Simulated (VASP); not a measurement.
# WSe2 in VASP: a series of runs

The runs below take WSe2 through relaxation of shape and atoms at fixed volume, relaxation of cell and atoms, with PBEsol.

All numbers are computed with VASP 6.6.1; they aren't measurements. Logs are shortened: lines on timing, memory, paths and dates and some standing lists are left out, and cuts for length are marked.

## Step 1: The cell of the first run

The cell holds a slab with vacuum, 6 atoms: a = 3.303 Å, b = 3.303 Å, c = 24.221 Å, α = 90.00°, β = 90.00°, γ = 120.00°.

## Step 2: Relaxation of shape and atoms at fixed volume, PBEsol (38.14 Å³/atom)

Contents of INCAR:

```
SYSTEM = WSe2
PREC     = Accurate       ! precision mode
ENCUT    = 600            ! plane-wave cutoff, eV
EDIFF    = 1E-7           ! SCF threshold, eV
ISMEAR   = 0              ! smearing method
SIGMA    = 0.02           ! smearing width, eV
LREAL    = .False.        ! projectors in reciprocal space
LASPH    = .True.         ! aspherical terms in the spheres
NELM     = 60             ! most SCF steps
ALGO     = Normal         ! electronic algorithm
ISIF     = 4              ! what is computed and relaxed
LWAVE    = .False.        ! write WAVECAR
LCHARG   = .False.        ! write CHGCAR
GGA      = PS             ! functional
IBRION   = 2              ! ionic algorithm
NSW      = 50             ! ionic steps
EDIFFG   = -0.01          ! ionic threshold
LUSENCCL = .False.
```

Contents of KPOINTS:

```
Automatic mesh
0
Gamma
  12 12 2
  0 0 0
```

Contents of POSCAR:

```
WSe2
1.0
    3.3029984913      0.0000000000      0.0000000000
   -1.6514992456      2.8604806021      0.0000000000
    0.0000000000      0.0000000000     24.2209618956
W Se
2 4
Direct
    0.6666666667      0.3333333333      0.1376486585
    0.3333333333      0.6666666667      0.8623513415
    0.3333333333      0.6666666667      0.2073654521
    0.6666666667      0.3333333333      0.9321646897
    0.3333333333      0.6666666667      0.0678353103
    0.6666666667      0.3333333333      0.7926345479
```

Potentials or basis: VASP PAW PBE potentials, release 64 (W_sv, Se).

On the command line:

```console
$ cat potpaw_PBE.64/W_sv/POTCAR potpaw_PBE.64/Se/POTCAR > POTCAR
$ mpirun -np 1 vasp_std > vasp.out
```

OUTCAR:

```text
SYSTEM = WSe2
   PREC = Accurate
   ENCUT = 600
   EDIFF = 1E-7
   ISMEAR = 0
   LREAL = .False.
   LASPH = .True.
   NELM = 60
   ISIF = 4
   GGA = PS
   IBRION = 2
   NSW = 50
   EDIFFG = -0.01

 ion  position               nearest neighbor table
   1  0.667  0.333  0.138-   3 2.55   3 2.55   3 2.55   5 2.55   5 2.55   5 2.55
   2  0.333  0.667  0.862-   6 2.55   6 2.55   6 2.55   4 2.55   4 2.55   4 2.55
   3  0.333  0.667  0.207-   1 2.55   1 2.55   1 2.55
   4  0.667  0.333  0.932-   2 2.55   2 2.55   2 2.55
   5  0.333  0.667  0.068-   1 2.55   1 2.55   1 2.55
   6  0.667  0.333  0.793-   2 2.55   2 2.55   2 2.55

  LATTYP: Found a hexagonal cell.
 ALAT       =     3.3029984913
 C/A-ratio  =     7.3330223914

  Lattice vectors:

 A1 = (   3.3029984913,   0.0000000000,   0.0000000000)
 A2 = (  -1.6514992456,   2.8604806021,   0.0000000000)
 A3 = (   0.0000000000,   0.0000000000,  24.2209618956)

Analysis of symmetry for initial positions (statically):
=====================================================================
 Subroutine PRICEL returns:
 Original cell was already a primitive cell.

 Routine SETGRP: Setting up the symmetry group for a
 hexagonal supercell.

 Subroutine GETGRP returns: Found 12 space group operations
 (whereof 12 operations were pure point group operations)
 out of a pool of 24 trial point group operations.

The static configuration has the point symmetry D_3d.

Analysis of symmetry for dynamics (positions and initial velocities):
=====================================================================
 Subroutine PRICEL returns:
 Original cell was already a primitive cell.

 Routine SETGRP: Setting up the symmetry group for a
 hexagonal supercell.

 Subroutine GETGRP returns: Found 12 space group operations
 (whereof 12 operations were pure point group operations)
 out of a pool of 24 trial point group operations.

The dynamic configuration has the point symmetry D_3d.

 Subroutine INISYM returns: Found 12 space group operations
 (whereof 12 operations are pure point group operations),
 and found     1 'primitive' translations

----------------------------------------------------------------------------------------

                                     Primitive cell

  volume of cell :     228.8436

  direct lattice vectors                    reciprocal lattice vectors
     3.302998491  0.000000000  0.000000000     0.302755209  0.174795802 -0.000000000
    -1.651499246  2.860480602  0.000000000     0.000000000  0.349591603  0.000000000
     0.000000000  0.000000000 24.220961896     0.000000000 -0.000000000  0.041286552

  length of vectors
     3.302998491  3.302998491 24.220961896     0.349591603  0.349591603  0.041286552

  position of ions in fractional coordinates (direct lattice)
     0.666666667  0.333333333  0.137648658
     0.333333333  0.666666667  0.862351342
     0.333333333  0.666666667  0.207365452
     0.666666667  0.333333333  0.932164690
     0.333333333  0.666666667  0.067835310
     0.666666667  0.333333333  0.792634548

  ion indices of the primitive-cell ions
   primitive index   ion index
                 1           1
                 2           2
                 3           3
                 4           4
                 5           5
                 6           6

----------------------------------------------------------------------------------------

 KPOINTS: Automatic mesh

Automatic generation of k-mesh.
 Grid dimensions read from file:
 generate k-points for:   12   12    2

 Generating k-lattice:

  Cartesian coordinates                     Fractional coordinates (reciprocal lattice)
     0.025229601  0.014566317 -0.000000000     0.083333333 -0.000000000  0.000000000
     0.000000000  0.029132634  0.000000000     0.000000000  0.083333333  0.000000000
     0.000000000 -0.000000000  0.020643276     0.000000000  0.000000000  0.500000000

  Length of vectors
     0.029132634  0.029132634  0.020643276

  Shift w.r.t. Gamma in fractional coordinates (k-lattice)
     0.000000000  0.000000000  0.000000000

 Subroutine IBZKPT returns following result:
 ===========================================

 Found     38 irreducible k-points:

 Following reciprocal coordinates:
            Coordinates               Weight
  0.000000  0.000000  0.000000      1.000000
  0.083333  0.000000  0.000000      6.000000
  0.166667  0.000000  0.000000      6.000000
  0.250000  0.000000  0.000000      6.000000
  0.333333  0.000000  0.000000      6.000000
  0.416667  0.000000  0.000000      6.000000
[... 16 lines left out ...]
  0.250000  0.000000  0.500000      6.000000
  0.333333  0.000000  0.500000      6.000000
 [... further k-points ...]
   k-points           NKPTS =     38   k-points in BZ     NKDIM =     38   number of bands    NBANDS=     31
   number of dos      NEDOS =    301   number of ions     NIONS =      6
   total plane-waves  NPLWV = 153664
   dimension x,y,z NGX =    28 NGY =   28 NGZ =  196
   dimension x,y,z NGXF=    56 NGYF=   56 NGZF=  392
   ions per type =               2   4
   NGX,Y,Z   is equivalent  to a cutoff of  14.09, 14.09, 13.45 a.u.
   NGXF,Y,Z  is equivalent  to a cutoff of  28.19, 28.19, 26.91 a.u.
 SYSTEM =  WSe2
   PREC   = accura    normal or accurate (medium, high low for compatibility)
   ISTART =      0    job   : 0-new  1-cont  2-samecut
   ICHARG =      2    charge: 1-file 2-atom 10-const
   ISPIN  =      1    spin polarized calculation?
   LNONCOLLINEAR =      F non collinear calculations
   LSORBIT =      F    spin-orbit coupling
   LASPH  =      T    aspherical Exc in radial PAW
   ENCUT  =  600.0 eV  44.10 Ry    6.64 a.u.   6.60  6.60 48.38*2*pi/ulx,y,z
   NELM   =     60;   NELMIN=  2; NELMDL= -5     # of ELM steps
   EDIFF  = 0.1E-06   stopping-criterion for ELM
   LREAL  =      F    real-space projection
   EDIFFG = -.1E-01   stopping-criterion for IOM
   NSW    =     50    number of steps for IOM
   IBRION =      2    ionic relax: 0-MD 1-quasi-New 2-CG
   NFREE  =      1    steps in history (QN), initial steepest desc. (CG)
   ISIF   =      4    stress and relaxation
   ISYM   =      2    0-nonsym 1-usesym 2-fastsym
   POTIM  = 0.5000    time-step for ionic-motion
   TEBEG  =    0.0;   TEEND  =   0.0 temperature during run
   PSTRESS=    0.0 pullay stress
   NELECT =      52.0000    total number of electrons
   NUPDOWN=      -1.0000    fix difference up-down
   EMIN   =  10.00;   EMAX   =-10.00  energy-range for DOS
   EFERMI =   0.00;   METHOD = LEGACY
   ISMEAR =     0;   SIGMA  =   0.02  broadening in eV -4-tet -1-fermi 0-gaus
   EFERMI_NEDOS =   21; number of points for ismear=-14 and -15
   IALGO  =     38    algorithm
   IMIX   =      4    mixing-type and parameters
     AMIX     =   0.40;   BMIX     =  1.00
     AMIX_MAG =   1.60;   BMIX_MAG =  1.00
  volume/ion in A,a.u.               =      38.14       257.39
  Fermi-wavevector in a.u.,A,eV,Ry     =   0.998994  1.887826 13.578474  0.997990
  Thomas-Fermi vector in A             =   2.131255
   LORBIT       =      0    0 simple, 1 ext, 2 COOP (PROOUT), +10 PAW based schemes
   GGA     = PS    functional components
   LHFCALC =     F    Hartree Fock is set to
   AEXX    =    0.0000 exact exchange contribution
   IVDW    =     0    specifies the selected vdW correction
   LEPSILON=     F    determine dielectric tensor
   LRPA    =     F    only Hartree local field effects (RPA)
 conjugate gradient relaxation of ions
 non-spin polarized calculation
 Gauss-broadening in eV      SIGMA  =   0.02
  energy-cutoff  :      600.00
  volume of cell :      228.84
 maximum number of plane-waves:      7729
 NGX is ok and might be reduce to    28
   NGX = 13   NGY = 13   NGZ = 97

--------------------------------------- Ionic step        1  -------------------------------------------

 number of electron      52.0000002 magnetization

 Free energy of the ion-electron system (eV)
  ---------------------------------------------------
  ext. energy  EPLUGINS =         0.00000000
  ---------------------------------------------------
  free energy    TOTEN  =       -46.47612949 eV

  energy without entropy =      -46.47612949  energy(sigma->0) =      -46.47612949

------------------------ aborting loop because EDIFF is reached ----------------------------------------

  FORCE on cell =-STRESS in cart. coord.  units (eV):
  Direction    XX          YY          ZZ          XY          YZ          ZX
  --------------------------------------------------------------------------------------
  -------------------------------------------------------------------------------------
  Total       -2.6380611     -2.6380611     -2.9789870     -0.0000000      0.0000000     -0.0000000
  in kB      -18.4695651    -18.4695651    -20.8564518     -0.0000000      0.0000000     -0.0000000
  external PRESSURE =     -19.2651940 kB  Pullay stress =       0.0000000 kB
[... 101 lines left out ...]
  FREE ENERGIE OF THE ION-ELECTRON SYSTEM (eV)
  ---------------------------------------------------
  free  energy   TOTEN  =       -46.4946964009 eV

  energy  without entropy=      -46.4946964009  energy(sigma->0) =      -46.49469640

[... ionic steps 4 to 24 ...]

--------------------------------------- Ionic step       25  -------------------------------------------

 number of electron      52.0000001 magnetization

------------------------ aborting loop because EDIFF is reached ----------------------------------------

  FORCE on cell =-STRESS in cart. coord.  units (eV):
  Direction    XX          YY          ZZ          XY          YZ          ZX
  --------------------------------------------------------------------------------------
  -------------------------------------------------------------------------------------
  Total        0.0026041      0.0026041     -0.0778010      0.0000000      0.0000000      0.0000000
  in kB        0.0182319      0.0182319     -0.5446998      0.0000000      0.0000000      0.0000000
  external PRESSURE =      -0.1694120 kB  Pullay stress =       0.0000000 kB
[... 65 lines left out ...]
  energy  without entropy=      -46.5123961710  energy(sigma->0) =      -46.51239617

--------------------------------------- Ionic step       27  -------------------------------------------

 number of electron      52.0000002 magnetization

 Free energy of the ion-electron system (eV)
  ---------------------------------------------------
  ext. energy  EPLUGINS =         0.00000000
  ---------------------------------------------------
  free energy    TOTEN  =       -46.51247262 eV

  energy without entropy =      -46.51247262  energy(sigma->0) =      -46.51247262

 E-fermi :   0.8125     XC(G=0):  -6.1667

 val. band max:        0.7291056183   @ k =   0.3333   0.3333   0.5000
 cond. band min:       2.1393899783   @ k =   0.1667   0.1667   0.0000
 fundamental gap:      1.4102843600
 Fermi energy:         0.8125363046

 k-point     1 :       0.0000    0.0000    0.0000
  band No.  band energies     occupation
      1     -73.2709      2.00000
      2     -73.2709      2.00000
      3     -37.5325      2.00000
      4     -37.5325      2.00000
      5     -37.3848      2.00000
      6     -37.3848      2.00000
[... 805 lines left out ...]
     30       3.0825      0.00000
     31       3.7946      0.00000

 [... further k-points ...]
[... 5 lines left out ...]
  --------------------------------------------------------------------------------------
  -------------------------------------------------------------------------------------
  Total       -0.0429352     -0.0429352     -0.0207831     -0.0000000     -0.0000000     -0.0000000
  in kB       -0.3005975     -0.3005975     -0.1455066     -0.0000000     -0.0000000     -0.0000000
  external PRESSURE =      -0.2489005 kB  Pullay stress =       0.0000000 kB
[... 21 lines left out ...]
  FREE ENERGIE OF THE ION-ELECTRON SYSTEM (eV)
  ---------------------------------------------------
  free  energy   TOTEN  =       -46.5124726197 eV

  energy  without entropy=      -46.5124726197  energy(sigma->0) =      -46.51247262

 reached required accuracy - stopping structural energy minimisation
```

It took 14 min on 1 × NVIDIA H100 80GB with 1 thread of AMD EPYC 7R13 (Zen 3), shared host; peak memory 1.5 GiB.

Results:

| Property | Result |
| --- | --- |
| Free energy | -46.5125 eV |
| Energy gained by relaxing | 6.1 meV/atom |
| Ionic steps | 27 |
| Largest force after relaxing | 0.005 eV/Å |
| Band gap on the k mesh | 1.41 eV (least direct gap 1.64 eV) |

Forces in eV/Å, atoms in the order of the input:
```
W    0.000  0.000  0.000
W    0.000  0.000  0.000
Se   0.000  0.000 -0.002
Se   0.000  0.000 -0.005
Se   0.000  0.000  0.005
Se   0.000  0.000  0.002
```

The path:
```csv
step,energy change (eV),largest force (eV/Å),pressure (GPa),volume (Å³)
1,0.0000,0.4332,-1.93,228.84
2,-0.0186,0.0433,-0.95,228.84
3,-0.0186,0.0335,-0.93,228.84
4,-0.0284,0.0245,-0.60,228.84
5,-0.0336,0.0354,-0.11,228.84
6,-0.0336,0.0592,-0.15,228.84
7,-0.0337,0.0162,-0.13,228.84
8,-0.0337,0.0134,-0.14,228.84
9,-0.0337,0.0274,-0.16,228.84
10,-0.0337,0.0273,-0.16,228.84
11,-0.0338,0.0272,-0.16,228.84
12,-0.0338,0.0270,-0.16,228.84
13,-0.0340,0.0265,-0.17,228.84
14,-0.0342,0.0256,-0.17,228.84
15,-0.0347,0.0235,-0.18,228.84
16,-0.0353,0.0198,-0.19,228.84
17,-0.0352,0.0178,-0.21,228.84
18,-0.0355,0.0167,-0.20,228.84
19,-0.0357,0.0177,-0.20,228.84
20,-0.0358,0.0296,-0.21,228.84
21,-0.0359,0.0753,-0.21,228.84
22,-0.0359,0.0543,-0.21,228.84
23,-0.0361,0.0406,-0.17,228.84
24,-0.0362,0.0315,-0.12,228.84
25,-0.0362,0.0599,-0.02,228.84
26,-0.0363,0.0350,-0.08,228.84
27,-0.0363,0.0051,-0.02,228.84
```

Final structure:
```
W Se
1.0
     3.27397    0.00000    0.00000
    -1.63699    2.83534    0.00000
     0.00000    0.00000   24.65235
W Se
2 4
Direct
  0.66667 0.33333 0.13382
  0.33333 0.66667 0.86618
  0.33333 0.66667 0.20174
  0.66667 0.33333 0.93421
  0.33333 0.66667 0.06579
  0.66667 0.33333 0.79826
```

Levels at points of the mesh, in eV from the valence-band top:
| k point | band 23 | band 24 | band 25 | band 26 | band 27 | band 28 | band 29 | band 30 |
| --- | --- | --- | --- | --- | --- | --- | --- | --- |
| (0.00, 0.00, 0.00) | -1.21 | -1.21 | -0.63 | 0.00 | 2.98 | 2.98 | 3.00 | 3.00 |
| (0.50, 0.00, 0.00) | -1.11 | -1.06 | -0.95 | -0.85 | 2.46 | 2.48 | 2.70 | 2.88 |
| (0.00, 0.00, 0.50) | -1.21 | -1.21 | -0.63 | 0.00 | 2.98 | 2.98 | 3.00 | 3.00 |
| (0.50, 0.00, 0.50) | -1.11 | -1.06 | -0.95 | -0.85 | 2.46 | 2.48 | 2.70 | 2.88 |

Caveat: there is no dipole correction, which matters where the two faces differ; the relaxation moved the vacuum too, so the length across it says nothing of the material; the PAW data sets were made with another functional, which shifts forces and pressure a little; spin-orbit coupling is left out, which moves the levels of the heavy elements.

(Continued in part 2 of 2.)
